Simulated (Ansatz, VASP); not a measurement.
**BN in VASP and in Ansatz**

Contents of INCAR:

```
SYSTEM = BN
PREC     = Accurate       ! precision mode
ENCUT    = 520            ! plane-wave cutoff, eV
EDIFF    = 1E-6           ! SCF threshold, eV
ISMEAR   = -1             ! smearing method
SIGMA    = 0.02           ! smearing width, eV
LREAL    = .FALSE.        ! projectors in reciprocal space
LASPH    = .TRUE.         ! aspherical terms in the spheres
NELM     = 80             ! most SCF steps
ALGO     = Normal         ! electronic algorithm
ISIF     = 2              ! what is computed and relaxed
LWAVE    = .FALSE.        ! write WAVECAR
LCHARG   = .FALSE.        ! write CHGCAR
GGA      = PE             ! functional
NBANDS   = 11             ! bands
```

KPOINTS

```
Automatic mesh
0
G
  12 12 12
  0 0 0
```

POSCAR

```
BN
1.0
    0.0185057549      1.7458259350      1.7458259350
    1.7458259350      0.0185057549      1.7458259350
    1.7643316899      1.7643316899      0.0000000000
B N
1 1
Direct
    0.0000000000      0.0000000000      0.0000000000
    0.5000000000      0.5000000000      0.5000000000
```

Input for Ansatz:

```yaml
crystal:
  lattice:
    - [0.0185057549, 1.745825935, 1.745825935]
    - [1.745825935, 0.0185057549, 1.745825935]
    - [1.7643316899, 1.7643316899, 0.0]
  atoms:
    - { symbol: B, position: [0.0, 0.0, 0.0] }
    - { symbol: "N", position: [0.5, 0.5, 0.5] }
kpoints:
  mp_grid: { grid: [12, 12, 12] }
  band_path:
    path:
      - [0.0, 0.0, 0.0]
      - [0.5, 0.0, 0.5]
      - [0.625, 0.25, 0.625]
      - [0.375, 0.375, 0.75]
      - [0.5, 0.5, 0.5]
      - [0.5, 0.25, 0.75]
      - [0.164062, 0.164062, 0.328125]
      - [0.5, 0.5, 0.0]
    npoints: 1
hamiltonian:
  xc: pbe
scf:
  occupations: { method: fermi_dirac, width: 0.02 }
  n_extra_bands: 4
output:
  forces: true
  stress: true
  eigenvalues: true
```

Change from the starting cell: shear_xy strain +2.1%.

Alike in both runs: task single point; functional PBE; k mesh 12 × 12 × 12; occupations fermi-dirac, width 0.02 eV; no spin polarisation.

|  | VASP | Ansatz |
| --- | --- | --- |
| version | VASP 6.6.1 | Ansatz 0.2.0 |
| potentials or method | VASP PAW PBE potentials, release 64 (B, N) | plane waves, PAW |
| plane-wave cutoff (eV) | 520 | 420 |
| valence electrons in the cell | 8 | 8 |

Ansatz gave:

- gap on the k mesh at the Fermi level (eV): 0.99
- pressure (GPa): 4.1
- traceless stress, the component that is largest in VASP (GPa): -13.36

Question: Estimate VASP's values.

Answer: gap on the k mesh at the Fermi level (eV): 0.99; pressure (GPa): 4.0; traceless stress, the component that is largest in VASP (GPa): -13.38.
